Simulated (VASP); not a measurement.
# FeSi (zincblende type) (F-43m) in VASP: a series of runs, part 2 of 3

VASP 6.6.1. The steps go on from the part before.

## (3) Single point, r2SCAN, collinear spin, ferromagnetic start (volume scaled by 0.5)

POSCAR reads:

```
FeSi
1.0
    0.0000000000      2.1161393157      2.1161393157
    2.1161393157      0.0000000000      2.1161393157
    2.1161393157      2.1161393157      0.0000000000
Fe Si
1 1
Direct
    0.0000000000      0.0000000000      0.0000000000
    0.2500000000      0.2500000000      0.2500000000
```

INCAR.step1 reads:

```
SYSTEM = FeSi
PREC = Accurate
ENCUT = 520
ISMEAR = -1
SIGMA = 0.05
LREAL = .False.
LASPH = .True.
NELM = 150
ISPIN = 2
MAGMOM = 2.5 0
LMAXMIX = 4
NBANDS = 17
GGA = PE
ALGO = Normal
EDIFF = 1E-4
LWAVE = .True.
LCHARG = .False.
```

INCAR.step2 reads:

```
SYSTEM = FeSi
PREC = Accurate
ENCUT = 520
EDIFF = 1E-6
ISMEAR = -1
SIGMA = 0.05
LREAL = .False.
LASPH = .True.
NELM = 150
ALGO = Normal
ISIF = 2
LWAVE = .False.
LCHARG = .False.
ISPIN = 2
MAGMOM = 2.5 0
LORBIT = 11
LMAXMIX = 4
METAGGA = R2SCAN
LMIXTAU = .True.
NBANDS = 17
ISTART = 1
```

KPOINTS reads:

```
Automatic mesh
0
Gamma
  12 12 12
  0 0 0
```

Potentials or basis: VASP PAW PBE potentials, release 64 (Fe, Si).

On the command line:

```console
cat potpaw_PBE.64/Fe/POTCAR potpaw_PBE.64/Si/POTCAR > POTCAR
cp INCAR.step1 INCAR
mpirun -np 1 vasp_std > vasp.out
cp INCAR.step2 INCAR
mpirun -np 1 vasp_std > vasp.out
```

OUTCAR:

```text
SYSTEM = FeSi
   PREC = Accurate
   ENCUT = 520
   EDIFF = 1E-6
   ISMEAR = -1
   LREAL = .False.
   LASPH = .True.
   NELM = 150
   ISIF = 2
   ISPIN = 2
   LORBIT = 11
   METAGGA = R2SCAN
   ISTART = 1

 ion  position               nearest neighbor table
   1  0.000  0.000  0.000-   2 1.83   2 1.83   2 1.83   2 1.83
   2  0.250  0.250  0.250-   1 1.83   1 1.83   1 1.83   1 1.83

  LATTYP: Found a face centered cubic cell.
 ALAT       =     4.2322786314

  Lattice vectors:

 A1 = (   0.0000000000,   2.1161393157,   2.1161393157)
 A2 = (   2.1161393157,   0.0000000000,   2.1161393157)
 A3 = (   2.1161393157,   2.1161393157,   0.0000000000)

Analysis of symmetry for initial positions (statically):
=====================================================================
 Subroutine PRICEL returns:
 Original cell was already a primitive cell.

 Routine SETGRP: Setting up the symmetry group for a
 face centered cubic supercell.

 Subroutine GETGRP returns: Found 24 space group operations
 (whereof 24 operations were pure point group operations)
 out of a pool of 48 trial point group operations.

The static configuration has the point symmetry T_d .

Analysis of symmetry for dynamics (positions and initial velocities):
=====================================================================
 Subroutine PRICEL returns:
 Original cell was already a primitive cell.

 Routine SETGRP: Setting up the symmetry group for a
 face centered cubic supercell.

 Subroutine GETGRP returns: Found 24 space group operations
 (whereof 24 operations were pure point group operations)
 out of a pool of 48 trial point group operations.

The dynamic configuration has the point symmetry T_d .

Analysis of structural, dynamic, and magnetic symmetry:
=====================================================================
 Subroutine PRICEL returns:
 Original cell was already a primitive cell.

 Routine SETGRP: Setting up the symmetry group for a
 face centered cubic supercell.

 Subroutine GETGRP returns: Found 24 space group operations
 (whereof 24 operations were pure point group operations)
 out of a pool of 48 trial point group operations.

The overall configuration has the point symmetry T_d .

 Subroutine INISYM returns: Found 24 space group operations
 (whereof 24 operations are pure point group operations),
 and found     1 'primitive' translations

----------------------------------------------------------------------------------------

                                     Primitive cell

  volume of cell :      18.9523

  direct lattice vectors                    reciprocal lattice vectors
     0.000000000  2.116139316  2.116139316    -0.236279340  0.236279340  0.236279340
     2.116139316  0.000000000  2.116139316     0.236279340 -0.236279340  0.236279340
     2.116139316  2.116139316  0.000000000     0.236279340  0.236279340 -0.236279340

  length of vectors
     2.992672920  2.992672920  2.992672920     0.409247821  0.409247821  0.409247821

  position of ions in fractional coordinates (direct lattice)
     0.000000000  0.000000000  0.000000000
     0.250000000  0.250000000  0.250000000

  ion indices of the primitive-cell ions
   primitive index   ion index
                 1           1
                 2           2

[... 66 lines left out ...]
   LNONCOLLINEAR =      F non collinear calculations
   LSORBIT =      F    spin-orbit coupling
   LASPH  =      T    aspherical Exc in radial PAW
   ENCUT  =  520.0 eV  38.22 Ry    6.18 a.u.   5.56  5.56  5.56*2*pi/ulx,y,z
   NELM   =    150;   NELMIN=  2; NELMDL=  0     # of ELM steps
   EDIFF  = 0.1E-05   stopping-criterion for ELM
   LREAL  =      F    real-space projection
   EDIFFG = 0.1E-04   stopping-criterion for IOM
   NSW    =      0    number of steps for IOM
   IBRION =     -1    ionic relax: 0-MD 1-quasi-New 2-CG
   NFREE  =      0    steps in history (QN), initial steepest desc. (CG)
   ISIF   =      2    stress and relaxation
   ISYM   =      2    0-nonsym 1-usesym 2-fastsym
   POTIM  = 0.5000    time-step for ionic-motion
   TEBEG  =    0.0;   TEEND  =   0.0 temperature during run
   PSTRESS=    0.0 pullay stress
   NELECT =      12.0000    total number of electrons
   NUPDOWN=      -1.0000    fix difference up-down
   EMIN   =  10.00;   EMAX   =-10.00  energy-range for DOS
   EFERMI =   0.00;   METHOD = LEGACY
   ISMEAR =    -1;   SIGMA  =   0.05  broadening in eV -4-tet -1-fermi 0-gaus
   EFERMI_NEDOS =   21; number of points for ismear=-14 and -15
   IALGO  =     38    algorithm
   IMIX   =      4    mixing-type and parameters
     AMIX     =   0.40;   BMIX     =  1.00
     AMIX_MAG =   1.60;   BMIX_MAG =  1.00
  volume/ion in A,a.u.               =       9.48        63.95
  Fermi-wavevector in a.u.,A,eV,Ry     =   1.405770  2.656520 26.887694  1.976190
  Thomas-Fermi vector in A             =   2.528198
   LORBIT       =     11    0 simple, 1 ext, 2 COOP (PROOUT), +10 PAW based schemes
   METAGGA = R2SCAN    functional components
   LHFCALC =     F    Hartree Fock is set to
   AEXX    =    0.0000 exact exchange contribution
   IVDW    =     0    specifies the selected vdW correction
   LEPSILON=     F    determine dielectric tensor
   LRPA    =     F    only Hartree local field effects (RPA)
 spin polarized calculation
  energy-cutoff  :      520.00
  volume of cell :       18.95
 maximum number of plane-waves:       532
 NGX is ok and might be reduce to    24
   NGX = 11   NGY = 11   NGZ = 11

 number of electron      11.9999996 magnetization       0.0000000

 number of electron      11.9999996 magnetization      -0.0000000

 Free energy of the ion-electron system (eV)
  ---------------------------------------------------
  ext. energy  EPLUGINS =         0.00000000
  ---------------------------------------------------
  free energy    TOTEN  =       -15.93933661 eV

  energy without entropy =      -15.93929532  energy(sigma->0) =      -15.93931596

 E-fermi :  10.9041     XC(G=0): -14.1453

 val. band max:       10.6482329559   @ k =   0.5000   0.5000   0.0000
 cond. band min:      11.2797086176   @ k =  -0.4167   0.1667   0.0833
 fundamental gap:      0.6314756617
 Fermi energy:        10.9041350571

 spin component 1

 k-point     1 :       0.0000    0.0000    0.0000
  band No.  band energies     occupation
      1      -2.7380      1.00000
      2       7.2127      1.00000
      3       7.2127      1.00000
      4       7.2127      1.00000
      5       9.4050      1.00000
      6       9.4050      1.00000
[... 459 lines left out ...]
      6      10.2463      1.00000
[... 9 lines left out ...]
     16      37.8677      0.00000
     17      41.7761      0.00000

 [... further k-points ...]

 spin component 2

 k-point     1 :       0.0000    0.0000    0.0000
  band No.  band energies     occupation
      1      -2.7380      1.00000
      2       7.2127      1.00000
      3       7.2127      1.00000
      4       7.2127      1.00000
      5       9.4050      1.00000
      6       9.4050      1.00000
[... 459 lines left out ...]
      6      10.2463      1.00000
[... 9 lines left out ...]
     16      37.8677      0.00000
     17      41.7761      0.00000

 [... further k-points ...]

------------------------ aborting loop because EDIFF is reached ----------------------------------------

  FORCE on cell =-STRESS in cart. coord.  units (eV):
  Direction    XX          YY          ZZ          XY          YZ          ZX
  --------------------------------------------------------------------------------------
  -------------------------------------------------------------------------------------
  Total       21.4701307     21.4701307     21.4701307      0.0000000     -0.0000000     -0.0000000
  in kB     1815.0245654   1815.0245654   1815.0245654      0.0000000     -0.0000000     -0.0000000
  external PRESSURE =    1815.0245654 kB  Pullay stress =       0.0000000 kB

 VOLUME and BASIS-vectors are now :
 -----------------------------------------------------------------------------
  energy-cutoff  :      520.00
  volume of cell :       18.95
      direct lattice vectors                 reciprocal lattice vectors
     0.000000000  2.116139316  2.116139316    -0.236279340  0.236279340  0.236279340
     2.116139316  0.000000000  2.116139316     0.236279340 -0.236279340  0.236279340
     2.116139316  2.116139316  0.000000000     0.236279340  0.236279340 -0.236279340

 POSITION                                       TOTAL-FORCE (eV/Angst)
 -----------------------------------------------------------------------------------
      0.00000      0.00000      0.00000         0.000000      0.000000      0.000000
      1.05807      1.05807      1.05807        -0.000000     -0.000000     -0.000000
 -----------------------------------------------------------------------------------
    total drift:                                0.000002      0.000002      0.000002

  FREE ENERGIE OF THE ION-ELECTRON SYSTEM (eV)
  ---------------------------------------------------
  free  energy   TOTEN  =       -15.9393366073 eV

  energy  without entropy=      -15.9392953160  energy(sigma->0) =      -15.93931596

 total charge

# of ion       s       p       d       tot
------------------------------------------
    1        0.638   0.786   7.644   9.068
    2        0.956   1.262   0.000   2.218
--------------------------------------------------
tot          1.594   2.049   7.644  11.287

 magnetization (x)

# of ion       s       p       d       tot
------------------------------------------
    1        0.000   0.000  -0.000  -0.000
    2       -0.000   0.000   0.000   0.000
--------------------------------------------------
tot          0.000   0.000  -0.000  -0.000
```

Run time: 55 s. Hardware: 1 thread of Intel Xeon 6975P-C (Granite Rapids), shared host; peak memory 0.18 GiB.

What came out:

* Free energy: -15.9393 eV
* Pressure: 181.5 GPa
* Band gap on the k mesh: 0.63 eV, indirect (least direct gap 0.98 eV)
* Net moment: 0.00 μB per cell
* Valence electrons inside the program's atomic spheres: Fe 9.07; Si 2.22

Levels at points of the mesh, in eV from the valence-band top:
Spin up:
```
           k point  band 3  band 4  band 5  band 6  band 7  band 8  band 9  band 10
(0.00, 0.00, 0.00)   -3.44   -3.44   -1.24   -1.24   10.89   10.89   10.89    14.26
(0.50, 0.00, 0.00)   -3.23   -3.23   -0.55   -0.55    0.74    8.32    8.32    11.78
(0.50, 0.50, 0.00)   -3.19   -0.97   -0.97    0.00    1.97    2.60    2.60     9.97
```
Spin down:
```
           k point  band 2  band 3  band 4  band 5  band 6  band 7  band 8  band 9  band 10  band 11
(0.00, 0.00, 0.00)   -3.44   -3.44   -3.44   -1.24   -1.24   10.89   10.89   10.89    14.26    14.26
(0.50, 0.00, 0.00)   -6.39   -3.23   -3.23   -0.55   -0.55    0.74    8.32    8.32    11.78    13.31
(0.50, 0.50, 0.00)   -6.58   -3.19   -0.97   -0.97    0.00    1.97    2.60    2.60     9.97    11.89
```

Caveat: the starting moments collapsed, and a magnetic state may lie lower; the PAW data sets were made with another functional, which shifts forces and pressure a little. A k mesh can miss the band edges.

## (4) Single point, r2SCAN, collinear spin, ferromagnetic start (volume scaled by 0.6)

POSCAR reads:

```
FeSi
1.0
    0.0000000000      2.2487335774      2.2487335774
    2.2487335774      0.0000000000      2.2487335774
    2.2487335774      2.2487335774      0.0000000000
Fe Si
1 1
Direct
    0.0000000000      0.0000000000      0.0000000000
    0.2500000000      0.2500000000      0.2500000000
```

INCAR.step1 reads:

```
  PREC = Accurate
  ENCUT = 520
  ISMEAR = -1
  SIGMA = 0.05
  LREAL = False
  LASPH = True
  NELM = 150
  ISPIN = 2
  MAGMOM = 2.5 0
  LMAXMIX = 4
  NBANDS = 17
  GGA = PE
  ALGO = Normal
  EDIFF = 1E-4
  LWAVE = True
  LCHARG = False
```

INCAR.step2 reads:

```
  PREC = Accurate
  ENCUT = 520
  EDIFF = 1E-7
  ISMEAR = -1
  SIGMA = 0.05
  LREAL = False
  LASPH = True
  NELM = 150
  ALGO = Normal
  ISIF = 2
  LWAVE = False
  LCHARG = False
  ISPIN = 2
  MAGMOM = 2.5 0
  LORBIT = 11
  LMAXMIX = 4
  METAGGA = R2SCAN
  LMIXTAU = True
  NBANDS = 17
  ISTART = 1
```

KPOINTS reads:

```
Automatic mesh
0
Gamma
  12 12 12
```

On the command line:

```console
cat potpaw_PBE.64/Fe/POTCAR potpaw_PBE.64/Si/POTCAR > POTCAR
cp INCAR.step1 INCAR
mpirun -np 1 vasp_std > vasp.out
cp INCAR.step2 INCAR
mpirun -np 1 vasp_std > vasp.out
```

Run time: 55 s. Hardware: 1 thread of Intel Xeon 6975P-C (Granite Rapids), shared host; peak memory 0.18 GiB.

Results (log left out):

```yaml
Free_energy: -18.9825 eV
Pressure: 86.7 GPa
Band_gap_on_the_k_mesh: 0.37 eV, indirect (least direct gap 0.74 eV)
Net_moment: 0.00 μB per cell
Valence_electrons_inside_the_program's_atomic_spheres: Fe 8.44; Si 2.05
```

Levels at points of the mesh, in eV from the valence-band top:
Spin up:
```csv
k point,band 4,band 5,band 6,band 7,band 8,band 9
"(0.00, 0.00, 0.00)",-2.90,-0.91,-0.91,9.93,9.93,9.93
"(0.50, 0.00, 0.00)",-2.66,-0.43,-0.43,0.42,6.93,6.93
"(0.50, 0.50, 0.00)",-1.01,-1.01,0.00,1.22,2.17,2.17
```
Spin down:
```
           k point  band 4  band 5  band 6  band 7  band 8  band 9
(0.00, 0.00, 0.00)   -2.90   -0.91   -0.91    9.93    9.93    9.93
(0.50, 0.00, 0.00)   -2.66   -0.43   -0.43    0.42    6.93    6.93
(0.50, 0.50, 0.00)   -1.01   -1.01    0.00    1.22    2.17    2.17
```

Caveat: the starting moments collapsed, and a magnetic state may lie lower; the PAW data sets were made with another functional, which shifts forces and pressure a little.

(Part 2 of 3 ends here.)
